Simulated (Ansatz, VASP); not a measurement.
**Au: VASP beside Ansatz**

```
CELL_PARAMETERS angstrom
4.70672 0.00000 0.00000
-2.35336 4.07614 0.00000
0.00000 0.00000 2.72040
ATOMIC_POSITIONS crystal
Au 0.00000 0.00000 0.00000
Au 0.33333 0.66667 0.50000
Au 0.66667 0.33333 0.50000
```

Alike in both runs: functional PBEsol; k mesh 6 × 6 × 6; occupations gaussian, width 0.1 eV; no spin polarisation.

Ansatz relaxed the structure, and its values are those at the end. VASP's run is a single point on that final structure, the one shown.

|  | VASP | Ansatz |
| --- | --- | --- |
| version | VASP 6.6.1 | Ansatz 0.2.0 |
| potentials or method | VASP PAW PBE potentials, release 64 (Au), cutoff 520 eV | scalar-relativistic, plane waves, PAW |
| valence electrons in the cell | 33 | 57 |

|  | VASP | Ansatz | Ansatz less VASP |
| --- | --- | --- | --- |
| gap on the k mesh at the Fermi level (eV) | none | none | - |
| pressure (GPa) | -0.3 | 0.0 | +0.29 |

VASP's potentials were made for PBE, not for PBEsol. A gap of «none» marks a metal or a gap that the smearing closes. VASP's potentials hold 33 valence electrons a cell and Ansatz's 57, so a difference there can come from the potentials and not from the codes.

The k mesh is coarse, so the values compare programs but aren't converged. Neither program's run includes spin-orbit coupling.
